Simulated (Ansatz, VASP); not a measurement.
**SiO2 in VASP and in Ansatz**

File INCAR:

```
SYSTEM = SiO2
PREC     = Accurate       ! precision mode
ENCUT    = 520            ! plane-wave cutoff, eV
EDIFF    = 1E-6           ! SCF threshold, eV
ISMEAR   = 0              ! smearing method
SIGMA    = 0.05           ! smearing width, eV
LREAL    = .False.        ! projectors in reciprocal space
LASPH    = .True.         ! aspherical terms in the spheres
NELM     = 100            ! most SCF steps
ALGO     = Normal         ! electronic algorithm
ISIF     = 2              ! what is computed and relaxed
LWAVE    = .False.        ! write WAVECAR
LCHARG   = .False.        ! write CHGCAR
GGA      = PE             ! functional
NBANDS   = 34             ! bands
```

The input KPOINTS:

```
Automatic mesh
0
Gamma
  6 6 4
  0 0 0
```

Contents of POSCAR:

```
SiO2
1.0
    5.1053779309      0.0000000000      0.0000000000
   -2.5526889655      4.4213869841      0.0000000000
    0.0000000000      0.0000000000      5.5850467960
Si O
3 6
Direct
    0.0000000000      0.5000000000      0.3333333333
    0.5000000000      0.5000000000      0.6666666667
    0.5000000000      0.0000000000      0.0000000000
    0.5839605948      0.7919802974      0.8333333333
    0.7919802974      0.5839605948      0.5000000000
    0.7919802974      0.2080197026      0.1666666667
    0.4160394052      0.2080197026      0.8333333333
    0.2080197026      0.4160394052      0.5000000000
    0.2080197026      0.7919802974      0.1666666667
```

Input for Ansatz:

```yaml
crystal:
  lattice:
    - [5.1053779174, 0.0, 0.0]
    - [-2.5526889587, 4.4213869724, 0.0]
    - [0.0, 0.0, 5.5850468291]
  atoms:
    - { symbol: Si, position: [0.0, 0.5, 0.3333333333] }
    - { symbol: Si, position: [0.5, 0.5, 0.6666666667] }
    - { symbol: Si, position: [0.5, 0.0, 0.0] }
    - { symbol: O, position: [0.5839605937, 0.7919802968, 0.8333333333] }
    - { symbol: O, position: [0.7919802968, 0.5839605937, 0.5] }
    - { symbol: O, position: [0.7919802968, 0.2080197032, 0.1666666667] }
    - { symbol: O, position: [0.4160394063, 0.2080197032, 0.8333333333] }
    - { symbol: O, position: [0.2080197032, 0.4160394063, 0.5] }
    - { symbol: O, position: [0.2080197032, 0.7919802968, 0.1666666667] }
basis:
  ecutwfc: 420
kpoints:
  mp_grid: { grid: [6, 6, 4] }
hamiltonian:
  xc: pbe
scf:
  occupations: { method: gaussian, width: 0.05 }
output:
  forces: true
  stress: true
  eigenvalues: true
  write_density: true
  write_potential: true
  elf: true
  volumetric_format: npy
```

Alike in both runs: task single point; functional PBE; k mesh 6 × 6 × 4; occupations gaussian, width 0.05 eV; no spin polarisation.

|  | VASP | Ansatz |
| --- | --- | --- |
| version | VASP 6.6.1 | Ansatz 0.2.0 |
| potentials or method | VASP PAW PBE potentials, release 64 (Si, O), cutoff 520 eV | scalar-relativistic, plane waves, PAW |
| valence electrons in the cell | 48 | 48 |

VASP gave:

```
gap on the k mesh at the Fermi level (eV) : 5.55
least direct gap on the mesh (eV)         : 5.73
pressure (GPa)                            : 0.1
rms of the force components (eV/Å)        : 0.006
```

**Question.** Which values does Ansatz return?

**Answer.** gap on the k mesh at the Fermi level (eV): 5.55; least direct gap on the mesh (eV): 5.73; pressure (GPa): 0.0; rms of the force components (eV/Å): 0.000.

Atom by atom the forces differ by 0.006 eV/Å (rms over components).
